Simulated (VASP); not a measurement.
# NbH2 (I4mm) in VASP: notebook

NbH2 is run at these levels: r2SCAN; tasks: single point.

Program: VASP 6.6.1. These are calculated values, not measurements. Logs are shortened: lines on timing, memory, paths and dates and some standing lists are left out, and cuts for length are marked.

## Step 1: The cell of the first run

It takes space group I4mm (No. 107, tetragonal). The conventional cell has a = 3.227 Å, b = 3.227 Å, c = 4.563 Å, α = 90.00°, β = 90.00°, γ = 90.00°. Within 2.5 Å of Nb (site symmetry 4mm) lie 8 H at 1.87 to 2.10 Å. Within 2.5 Å of H (site symmetry 2mm) lie 4 Nb at 1.87 to 2.10 Å and 6 H at 2.28 Å.

## Step 2: Single point, r2SCAN

The input, POSCAR:

```
NbH2
1.0
    0.0000000000      2.2815000000      2.2815000000
    2.2815000000      0.0000000000      2.2815000000
    2.2815000000      2.2815000000      0.0000000000
Nb H
1 2
Direct
    0.0000000000      0.0000000000      0.0000000000
    0.2938308131      0.2938308131      0.2061691869
    0.7938308131      0.7938308131      0.7061691869
```

The input, INCAR.step1:

```
SYSTEM = NbH2
ALGO     = Normal         ! electronic algorithm
EDIFF    = 1E-4           ! SCF threshold, eV
ENCUT    = 520            ! plane-wave cutoff, eV
GGA      = PE             ! functional
ISMEAR   = 0              ! smearing method
LASPH    = .True.         ! aspherical terms in the spheres
LCHARG   = .False.        ! write CHGCAR
LREAL    = .False.        ! projectors in reciprocal space
LWAVE    = .True.         ! write WAVECAR
NBANDS   = 14             ! bands
NELM     = 60             ! most SCF steps
PREC     = Accurate       ! precision mode
SIGMA    = 0.15           ! smearing width, eV
```

The input, INCAR.step2:

```
SYSTEM = NbH2
ALGO     = Normal         ! electronic algorithm
EDIFF    = 1E-7           ! SCF threshold, eV
ENCUT    = 520            ! plane-wave cutoff, eV
ISIF     = 2              ! what is computed and relaxed
ISMEAR   = 0              ! smearing method
ISTART   = 1            
LASPH    = .True.         ! aspherical terms in the spheres
LCHARG   = .True.         ! write CHGCAR
LELF     = .True.         ! ELF
LMIXTAU  = .True.       
LREAL    = .False.        ! projectors in reciprocal space
LVHAR    = .True.       
LWAVE    = .False.        ! write WAVECAR
METAGGA  = R2SCAN         ! meta-GGA
NBANDS   = 14             ! bands
NELM     = 60             ! most SCF steps
PREC     = Accurate       ! precision mode
SIGMA    = 0.15           ! smearing width, eV
```

The input, KPOINTS:

```
k-points
0
Gamma
  18 18 18
  0 0 0
```

Potentials or basis: VASP PAW PBE potentials, release 64 (Nb_sv, H).

On the command line:

```bash
cat potpaw_PBE.64/Nb_sv/POTCAR potpaw_PBE.64/H/POTCAR > POTCAR
cp INCAR.step1 INCAR
mpirun -np 1 vasp_std > vasp.out
cp INCAR.step2 INCAR
mpirun -np 1 vasp_std > vasp.out
```

OUTCAR:

```text
SYSTEM = NbH2
   EDIFF = 1E-7
   ENCUT = 520
   ISIF = 2
   ISMEAR = 0
   ISTART = 1
   LASPH = .True.
   LREAL = .False.
   METAGGA = R2SCAN
   NELM = 60
   PREC = Accurate

 ion  position               nearest neighbor table
   1  0.000  0.000  0.000-   3 1.87   2 1.87   2 1.87   3 1.87
   2  0.294  0.294  0.206-   1 1.87   1 1.87
   3  0.794  0.794  0.706-   1 1.87   1 1.87

  LATTYP: Found a face centered cubic cell.
 ALAT       =     4.5630000000

  Lattice vectors:

 A1 = (   0.0000000000,   2.2815000000,   2.2815000000)
 A2 = (   2.2815000000,   0.0000000000,   2.2815000000)
 A3 = (   2.2815000000,   2.2815000000,   0.0000000000)

Analysis of symmetry for initial positions (statically):
=====================================================================
 Subroutine PRICEL returns:
 Original cell was already a primitive cell.

 Routine SETGRP: Setting up the symmetry group for a
 face centered cubic supercell.

 Subroutine GETGRP returns: Found  8 space group operations
 (whereof  8 operations were pure point group operations)
 out of a pool of 48 trial point group operations.

The static configuration has the point symmetry C_4v.

Analysis of symmetry for dynamics (positions and initial velocities):
=====================================================================
 Subroutine PRICEL returns:
 Original cell was already a primitive cell.

 Routine SETGRP: Setting up the symmetry group for a
 face centered cubic supercell.

 Subroutine GETGRP returns: Found  8 space group operations
 (whereof  8 operations were pure point group operations)
 out of a pool of 48 trial point group operations.

The dynamic configuration has the point symmetry C_4v.

 Subroutine INISYM returns: Found  8 space group operations
 (whereof  8 operations are pure point group operations),
 and found     1 'primitive' translations

----------------------------------------------------------------------------------------

                                     Primitive cell

  volume of cell :      23.7515

  direct lattice vectors                    reciprocal lattice vectors
     0.000000000  2.281500000  2.281500000    -0.219154065  0.219154065  0.219154065
     2.281500000  0.000000000  2.281500000     0.219154065 -0.219154065  0.219154065
     2.281500000  2.281500000  0.000000000     0.219154065  0.219154065 -0.219154065

  length of vectors
     3.226528243  3.226528243  3.226528243     0.379585976  0.379585976  0.379585976

  position of ions in fractional coordinates (direct lattice)
     0.000000000  0.000000000  0.000000000
     0.293830813  0.293830813  0.206169187
     0.793830813  0.793830813  0.706169187

  ion indices of the primitive-cell ions
   primitive index   ion index
                 1           1
                 2           2
                 3           3

----------------------------------------------------------------------------------------

 KPOINTS: k-points

Automatic generation of k-mesh.
 Grid dimensions read from file:
 generate k-points for:   18   18   18

 Generating k-lattice:

  Cartesian coordinates                     Fractional coordinates (reciprocal lattice)
    -0.012175226  0.012175226  0.012175226     0.055555556  0.000000000  0.000000000
     0.012175226 -0.012175226  0.012175226     0.000000000  0.055555556  0.000000000
     0.012175226  0.012175226 -0.012175226     0.000000000  0.000000000  0.055555556

  Length of vectors
     0.021088110  0.021088110  0.021088110

  Shift w.r.t. Gamma in fractional coordinates (k-lattice)
     0.000000000  0.000000000  0.000000000

 Subroutine IBZKPT returns following result:
 ===========================================

 Found    480 irreducible k-points:

 Following reciprocal coordinates:
            Coordinates               Weight
  0.000000  0.000000  0.000000      1.000000
  0.055556  0.000000  0.000000      8.000000
  0.111111  0.000000  0.000000      8.000000
  0.166667  0.000000  0.000000      8.000000
  0.222222  0.000000  0.000000      8.000000
  0.277778  0.000000  0.000000      8.000000
[... 16 lines left out ...]
  0.388889  0.055556  0.000000      8.000000
  0.000000  0.388889  0.055556     16.000000
 [... further k-points ...]
   k-points           NKPTS =    480   k-points in BZ     NKDIM =    480   number of bands    NBANDS=     14
   number of dos      NEDOS =    301   number of ions     NIONS =      3
   total plane-waves  NPLWV =  13824
   dimension x,y,z NGX =    24 NGY =   24 NGZ =   24
   dimension x,y,z NGXF=    48 NGYF=   48 NGZF=   48
   ions per type =               1   2
   NGX,Y,Z   is equivalent  to a cutoff of  12.37, 12.37, 12.37 a.u.
   NGXF,Y,Z  is equivalent  to a cutoff of  24.73, 24.73, 24.73 a.u.
 SYSTEM =  NbH2
   PREC   = accura    normal or accurate (medium, high low for compatibility)
   ISTART =      1    job   : 0-new  1-cont  2-samecut
   ICHARG =      0    charge: 1-file 2-atom 10-const
   ISPIN  =      1    spin polarized calculation?
   LNONCOLLINEAR =      F non collinear calculations
   LSORBIT =      F    spin-orbit coupling
   LASPH  =      T    aspherical Exc in radial PAW
   ENCUT  =  520.0 eV  38.22 Ry    6.18 a.u.   6.00  6.00  6.00*2*pi/ulx,y,z
   NELM   =     60;   NELMIN=  2; NELMDL=  0     # of ELM steps
   EDIFF  = 0.1E-06   stopping-criterion for ELM
   LREAL  =      F    real-space projection
   EDIFFG = 0.1E-05   stopping-criterion for IOM
   NSW    =      0    number of steps for IOM
   IBRION =     -1    ionic relax: 0-MD 1-quasi-New 2-CG
   NFREE  =      0    steps in history (QN), initial steepest desc. (CG)
   ISIF   =      2    stress and relaxation
   ISYM   =      2    0-nonsym 1-usesym 2-fastsym
   POTIM  = 0.5000    time-step for ionic-motion
   TEBEG  =    0.0;   TEEND  =   0.0 temperature during run
   PSTRESS=    0.0 pullay stress
   NELECT =      15.0000    total number of electrons
   NUPDOWN=      -1.0000    fix difference up-down
   EMIN   =  10.00;   EMAX   =-10.00  energy-range for DOS
   EFERMI =   0.00;   METHOD = LEGACY
   ISMEAR =     0;   SIGMA  =   0.15  broadening in eV -4-tet -1-fermi 0-gaus
   EFERMI_NEDOS =   21; number of points for ismear=-14 and -15
   IALGO  =     38    algorithm
   IMIX   =      4    mixing-type and parameters
     AMIX     =   0.40;   BMIX     =  1.00
     AMIX_MAG =   1.60;   BMIX_MAG =  1.00
  volume/ion in A,a.u.               =       7.92        53.43
  Fermi-wavevector in a.u.,A,eV,Ry     =   1.404564  2.654241 26.841563  1.972799
  Thomas-Fermi vector in A             =   2.527113
   LORBIT       =      0    0 simple, 1 ext, 2 COOP (PROOUT), +10 PAW based schemes
   METAGGA = R2SCAN    functional components
   LHFCALC =     F    Hartree Fock is set to
   AEXX    =    0.0000 exact exchange contribution
   IVDW    =     0    specifies the selected vdW correction
   LEPSILON=     F    determine dielectric tensor
   LRPA    =     F    only Hartree local field effects (RPA)
 non-spin polarized calculation
 Gauss-broadening in eV      SIGMA  =   0.15
  energy-cutoff  :      520.00
  volume of cell :       23.75
 maximum number of plane-waves:       651
   NGX = 11   NGY = 11   NGZ = 11

 number of electron      15.0000000 magnetization

 Free energy of the ion-electron system (eV)
  ---------------------------------------------------
  ext. energy  EPLUGINS =         0.00000000
  ---------------------------------------------------
  free energy    TOTEN  =       -32.41205374 eV

  energy without entropy =      -32.40162750  energy(sigma->0) =      -32.40684062

 E-fermi :  10.0359     XC(G=0): -12.9273

 val. band max:       10.0340036984   @ k =   0.3889   0.2222   0.0556
 cond. band min:      10.0369749169   @ k =   0.5000   0.2222   0.0000
 fundamental gap:      0.0029712185
 Fermi energy:        10.0359111923

 k-point     1 :       0.0000    0.0000    0.0000
  band No.  band energies     occupation
      1     -47.2823      2.00000
      2     -22.3362      2.00000
      3     -22.3362      2.00000
      4     -22.3287      2.00000
      5      -1.2454      2.00000
      6       6.8232      2.00000
      7       8.6967      2.00000
      8       8.6967      2.00000
      9      10.5618      0.00000
     10      11.3364      0.00000
     11      11.3775      0.00000
     12      22.3168      0.00000
     13      24.0466      0.00000
     14      24.0466      0.00000

 k-point     2 :       0.0556    0.0000    0.0000
  band No.  band energies     occupation
      1     -47.2795      2.00000
      2     -22.3579      2.00000
      3     -22.3389      2.00000
      4     -22.3331      2.00000
      5      -1.1577      2.00000
      6       6.5575      2.00000
      7       8.6746      2.00000
      8       8.7420      2.00000
      9      11.0009      0.00000
     10      11.2981      0.00000
     11      11.3382      0.00000
     12      21.7437      0.00000
     13      24.1160      0.00000
     14      24.2191      0.00000

 k-point     3 :       0.1111    0.0000    0.0000
  band No.  band energies     occupation
      1     -47.2715      2.00000
      2     -22.4238      2.00000
      3     -22.3468      2.00000
      4     -22.3417      2.00000
      5      -0.9024      2.00000
      6       5.9520      2.00000
      7       8.7271      2.00000
      8       8.8641      2.00000
      9      11.1993      0.00000
     10      11.2456      0.00000
     11      11.9918      0.00000
     12      20.7314      0.00000
     13      24.5339      0.00000
     14      24.7179      0.00000
[... 324 lines left out ...]
 k-point    23 :       0.3889    0.0556    0.0000
  band No.  band energies     occupation
      1     -47.2028      2.00000
      2     -22.9466      2.00000
      3     -22.4229      2.00000
      4     -22.4178      2.00000
      5       1.0831      2.00000
      6       4.1290      2.00000
      7       8.8285      2.00000
      8       9.0469      2.00000
      9      11.9003      0.00000
     10      12.4036      0.00000
     11      15.6714      0.00000
     12      17.7965      0.00000
     13      21.4903      0.00000
     14      23.9379      0.00000

 k-point    24 :       0.0000    0.3889    0.0556
  band No.  band energies     occupation
      1     -47.2026      2.00000
      2     -22.9497      2.00000
      3     -22.4238      2.00000
      4     -22.4164      2.00000
      5       1.0886      2.00000
      6       4.1747      2.00000
      7       8.8321      2.00000
      8       9.0130      2.00000
      9      11.8964      0.00000
     10      12.3702      0.00000
     11      15.6632      0.00000
     12      17.8142      0.00000
     13      21.3499      0.00000
     14      24.0764      0.00000

 [... further k-points ...]

------------------------ aborting loop because EDIFF is reached ----------------------------------------

  FORCE on cell =-STRESS in cart. coord.  units (eV):
  Direction    XX          YY          ZZ          XY          YZ          ZX
  --------------------------------------------------------------------------------------
  -------------------------------------------------------------------------------------
  Total        0.2401816      0.2401816     -0.2659403      0.0000000      0.0000000      0.0000000
  in kB       16.2016363     16.2016363    -17.9392100      0.0000000      0.0000000      0.0000000
  external PRESSURE =       4.8213542 kB  Pullay stress =       0.0000000 kB

 VOLUME and BASIS-vectors are now :
 -----------------------------------------------------------------------------
  energy-cutoff  :      520.00
  volume of cell :       23.75
      direct lattice vectors                 reciprocal lattice vectors
     0.000000000  2.281500000  2.281500000    -0.219154065  0.219154065  0.219154065
     2.281500000  0.000000000  2.281500000     0.219154065 -0.219154065  0.219154065
     2.281500000  2.281500000  0.000000000     0.219154065  0.219154065 -0.219154065

 POSITION                                       TOTAL-FORCE (eV/Angst)
 -----------------------------------------------------------------------------------
      0.00000      0.00000      0.00000         0.000000      0.000000      1.640775
      1.14075      1.14075      1.34075         0.000000      0.000000     -0.820387
      3.42225      3.42225      3.62225         0.000000      0.000000     -0.820387
 -----------------------------------------------------------------------------------
    total drift:                               -0.000000     -0.000000     -0.000046

  FREE ENERGIE OF THE ION-ELECTRON SYSTEM (eV)
  ---------------------------------------------------
  free  energy   TOTEN  =       -32.4120537429 eV

  energy  without entropy=      -32.4016275030  energy(sigma->0) =      -32.40684062
```

Run time: 2.6 min. Hardware: 1 thread of Intel Xeon 6975P-C (Granite Rapids), shared host; peak memory 0.27 GiB.

What came out:

```
Free energy            : -32.4121 eV
Pressure               : 0.5 GPa
Largest force          : 1.641 eV/Å
Band gap on the k mesh : zero (an odd number of electrons rules out a gap without spin polarisation)
```

Forces on the atoms (eV/Å):
```
Nb   0.000  0.000  1.641
H    0.000  0.000 -0.820
H    0.000  0.000 -0.820
```

Stress tensor (GPa, compression positive):
```
 1.62  0.00  0.00
 0.00  1.62  0.00
 0.00  0.00 -1.79
```

Caveat: the cell differs from its parent crystal (all H atoms moved -0.200 Å, as atom 2 towards its neighbour atom 3 (H) at 2.281 Å); the PAW data sets were made with another functional, which shifts forces and pressure a little.

## Step 3: Single point, r2SCAN

The input, POSCAR:

```
NbH2
1.0
    0.0000000000      2.2815000000      2.2815000000
    2.2815000000      0.0000000000      2.2815000000
    2.2815000000      2.2815000000      0.0000000000
Nb H
1 2
Direct
    0.0000000000      0.0000000000      0.0000000000
    0.2171268902      0.2171268902      0.2828731098
    0.7171268902      0.7171268902      0.7828731098
```

The input, INCAR.step1:

```
ALGO = Normal
EDIFF = 1E-4
ENCUT = 520
GGA = PE
ISMEAR = 0
LASPH = T
LCHARG = F
LREAL = F
LWAVE = T
NBANDS = 14
NELM = 60
PREC = Accurate
SIGMA = 0.15
```

The input, INCAR.step2:

```
ALGO = Normal
EDIFF = 1E-6
ENCUT = 520
ISIF = 2
ISMEAR = 0
ISTART = 1
LASPH = T
LCHARG = F
LMIXTAU = T
LREAL = F
LWAVE = F
METAGGA = R2SCAN
NBANDS = 14
NELM = 60
PREC = Accurate
SIGMA = 0.15
```

The input, KPOINTS:

```
k-points
0
Gamma
  18 18 18
```

Potentials or basis: VASP PAW PBE potentials, release 64 (Nb_sv, H).

On the command line:

```bash
cat potpaw_PBE.64/Nb_sv/POTCAR potpaw_PBE.64/H/POTCAR > POTCAR
cp INCAR.step1 INCAR
mpirun -np 1 vasp_std > vasp.out
cp INCAR.step2 INCAR
mpirun -np 1 vasp_std > vasp.out
```

It took 2.5 min on 1 thread of Intel Xeon 6975P-C (Granite Rapids), shared host; peak memory 0.27 GiB.

The run converged. Its results:

```
Free energy            : -32.4829 eV
Pressure               : -0.7 GPa
Largest force          : 1.199 eV/Å
Band gap on the k mesh : zero (an odd number of electrons rules out a gap without spin polarisation)
```

Forces in eV/Å, atoms in the order of the input:
```
Nb   0.000  0.000 -1.199
H    0.000  0.000  0.600
H    0.000  0.000  0.600
```

Stress tensor (GPa, compression positive):
```
-0.04  0.00  0.00
 0.00 -0.04  0.00
 0.00  0.00 -1.98
```

Levels at points of the mesh, in eV from the Fermi level:
| k point | band 5 | band 6 | band 7 | band 8 | band 9 | band 10 |
| --- | --- | --- | --- | --- | --- | --- |
| (0.00, 0.00, 0.00) | -11.32 | -2.81 | -1.37 | -1.37 | 0.00 | 1.31 |
| (0.50, 0.00, 0.00) | -8.90 | -5.48 | -1.23 | -1.22 | 2.71 | 2.73 |
| (0.50, 0.50, 0.00) | -8.11 | -5.92 | -4.06 | 2.89 | 2.98 | 2.98 |
| (0.00, 0.50, 0.50) | -7.96 | -5.52 | -4.51 | 2.89 | 2.94 | 2.99 |

Caveat: the cell differs from its parent crystal (all H atoms moved +0.150 Å, as atom 2 towards its neighbour atom 3 (H) at 2.281 Å); the PAW data sets were made with another functional, which shifts forces and pressure a little.
